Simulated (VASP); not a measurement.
A run of VASP 6.6.1 is set up as follows.

INCAR

```
SYSTEM = Ta
PREC = Accurate
ENCUT = 520
EDIFF = 1E-6
ISMEAR = 0
SIGMA = 0.05
LREAL = .FALSE.
LASPH = .TRUE.
NELM = 100
ALGO = Normal
ISIF = 2
LWAVE = .FALSE.
LCHARG = .TRUE.
GGA = PS
LELF = .TRUE.
LVHAR = .TRUE.
NBANDS = 18
```

File KPOINTS:

```
regular mesh
0
G
  16 16 8
  0 0 0
```

POSCAR

```
Ta
1.0
    2.8641750472      0.0000000029      0.0000000000
   -1.4320875261      2.4804483503      0.0000000000
    0.0000000000      0.0000000000      5.1017982176
Ta
2
Direct
    0.6666666667      0.3333333333      0.7500000000
    0.3333333333      0.6666666667      0.2500000000
```

Potentials or basis: VASP PAW PBE potentials, release 64 (Ta_pv).

The run is started by

```console
$ cat potpaw_PBE.64/Ta_pv/POTCAR > POTCAR
$ mpirun -np 1 vasp_std > vasp.out
```

Q: What does it give for the band gap on the k mesh?

A: Zero (bands 11 and 12 overlap by 2.42 eV).

Q: Predict the pressure.

A: 0.1 GPa.

Stress tensor (GPa, compression positive):
```
 0.60  0.00  0.00
 0.00  0.60  0.00
 0.00  0.00 -0.84
```

Caveat: the PAW data sets were made with another functional, which shifts forces and pressure a little; spin-orbit coupling is left out, which moves the levels of the heavy elements.
